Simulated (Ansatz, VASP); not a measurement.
## Two plane-wave programs on Be

INCAR

```
ALGO = Normal ; EDIFF = 1E-6
ENCUT = 520 ; GGA = PS
ISIF = 2 ; ISMEAR = 0
LASPH = T ; LCHARG = F
LREAL = F ; LWAVE = F
NBANDS = 9 ; NELM = 80
PREC = Accurate ; SIGMA = 0.15
```

The input KPOINTS:

```
k-points
0
Gamma
  24 24 14
```

File POSCAR:

```
Be
1.0
    2.4144770842      0.0000000000      0.0000000000
   -1.2072385421      2.0909984917      0.0000000000
    0.0000000000      0.0000000000      3.4208550000
Be
2
Direct
    0.3333333333      0.6666666667      0.2500000000
    0.6666666667      0.3333333333      0.7500000000
```

Input for Ansatz:

```yaml
crystal:
  lattice:
    - [2.4144770842, 0.0, 0.0]
    - [-1.2072385421, 2.0909984917, 0.0]
    - [0.0, 0.0, 3.420855]
  atoms:
    - { symbol: Be, position: [0.3333333333, 0.6666666667, 0.25] }
    - { symbol: Be, position: [0.6666666667, 0.3333333333, 0.75] }
basis:
  ecutwfc: 420
kpoints:
  mp_grid: { grid: [24, 24, 14] }
hamiltonian:
  xc: pbesol
scf:
  occupations: { method: gaussian, width: 0.15 }
output:
  forces: true
  stress: true
  eigenvalues: true
```

Change from the starting cell: strain +0.050 along x and y, -0.050 along z, atoms carried along.

Alike in both runs: task single point; functional PBEsol; k mesh 24 × 24 × 14; occupations gaussian, width 0.15 eV; no spin polarisation.

```csv
,VASP,Ansatz
version,VASP 6.6.1,Ansatz 0.2.0
potentials or method,"VASP PAW PBE potentials, release 64 (Be), cutoff 520 eV","scalar-relativistic, plane waves, PAW"
valence electrons in the cell,4,4
```

```tsv
	VASP	Ansatz	Ansatz less VASP
gap on the k mesh at the Fermi level (eV)	none	none	-
pressure (GPa)	-7.9	-8.2	-0.29
traceless stress, the component that is largest in VASP (GPa)	17.56	17.47	-0.083
```

VASP's potentials were made for PBE, not for PBEsol. A gap of «none» marks a metal or a gap that the smearing closes. The functional is the same, so the differences come from potentials, cutoffs and numerics.
